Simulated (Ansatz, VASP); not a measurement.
Two plane-wave programs on HfN

File INCAR:

```
PREC = Accurate ; ENCUT = 600
EDIFF = 1E-6 ; ISMEAR = 0
SIGMA = 0.1 ; LREAL = F
LASPH = T ; NELM = 60
ALGO = Normal ; ISIF = 3
LWAVE = F ; LCHARG = F
GGA = PE ; IBRION = 2
NSW = 90 ; EDIFFG = -0.04
```

File KPOINTS:

```
regular mesh
0
Gamma
  6 6 6
```

File POSCAR:

```
HfN
1.0
    3.0666359906      0.0000000000      0.0000000000
    0.0000000000      3.0666359906      0.0000000000
    0.0000000000      0.0000000000      3.4581045345
Hf N
1 1
Direct
    0.5000000000      0.5000000000      0.0000000000
    0.0000000000      0.0000000000      0.0000000000
```

Input for Ansatz:

```yaml
crystal:
  lattice:
    - [3.0666359906, 0.0, 0.0]
    - [0.0, 3.0666359906, 0.0]
    - [0.0, 0.0, 3.4581045345]
  atoms:
    - { symbol: Hf, position: [0.5, 0.5, 0.0] }
    - { symbol: "N", position: [0.0, 0.0, 0.0] }
basis:
  ecutwfc: 420
kpoints:
  mp_grid: { grid: [6, 6, 6] }
hamiltonian:
  xc: pbe
scf:
  occupations: { method: gaussian, width: 0.1 }
  lower_state_search: "off"
output:
  forces: true
  stress: true
  eigenvalues: true
relax:
  adjacent_minimum: "off"
  f_tol: 0.04
  max_steps: 70
  cell: { stress_tol: 0.4 }
```

Alike in both runs: task relaxation of cell and atoms; functional PBE; k mesh 6 × 6 × 6; occupations gaussian, width 0.1 eV; no spin polarisation.

```csv
,VASP,Ansatz
version,VASP 6.6.1,Ansatz 0.2.0
potentials or method,"VASP PAW PBE potentials, release 64 (Hf_pv, N), cutoff 600 eV","scalar-relativistic, plane waves, PAW"
valence electrons in the cell,15,31
```

Ansatz gave:

- gap on the k mesh at the Fermi level, each at its own relaxed structure (eV): none
- relaxed volume (Å³/atom): 16.17
- relaxed length of the cell vector where the two differ most in proportion (Å): 3.064

**Question.** What did VASP give for the same quantities?

**Answer.** gap on the k mesh at the Fermi level, each at its own relaxed structure (eV): none; relaxed volume (Å³/atom): 16.10; relaxed length of the cell vector where the two differ most in proportion (Å): 3.057.

A gap of «none» marks a metal or a gap that the smearing closes. VASP's potentials hold 15 valence electrons a cell and Ansatz's 31, so a difference there can come from the potentials and not from the codes.

Spin-orbit coupling is off throughout.
